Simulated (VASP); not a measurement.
Crystal: Co.

```
CELL_PARAMETERS angstrom
2.28685 0.00000 0.00000
0.00000 2.28685 0.00000
0.00000 0.00000 2.28685
ATOMIC_POSITIONS crystal
Co 0.00000 0.00000 0.00000
```

```yaml
Program: VASP 6.6.1
Task: relaxation of cell and atoms
Functional: BLYP
Potentials_or_basis: VASP PAW PBE potentials, release 64 (Co)
Cutoff: 600 eV
k_mesh: 14 × 14 × 14
Occupations: fermi-dirac, width 0.05 eV
Spin: collinear spin, ferromagnetic start
Starting_moments: "[1.7] μB"
```

At the start: pressure 15.6 GPa; volume 11.96 Å³/atom.

Task: How do energy, volume and symmetry change on relaxing?

Result: Over 3 steps the energy falls by 67.3 meV/atom and the volume is 13.41 Å³/atom (+12.1 %); space group Pm-3m (No. 221, to 0.05 Å); moment 1.87 μB per cell.

Step by step:
| step | energy change (eV) | largest force (eV/Å) | pressure (GPa) | volume (Å³) |
| --- | --- | --- | --- | --- |
| 1 | 0.0000 | 0.0000 | 15.60 | 11.96 |
| 2 | -0.0542 | 0.0000 | -5.82 | 14.09 |
| 3 | -0.0673 | 0.0000 | -0.05 | 13.41 |

Final structure:
```
Co
1.0
     2.37563    0.00000    0.00000
     0.00000    2.37563    0.00000
     0.00000    0.00000    2.37563
Co
1
Direct
  0.00000 0.00000 0.00000
```

Caveat: the PAW data sets were made with another functional, which shifts forces and pressure a little.
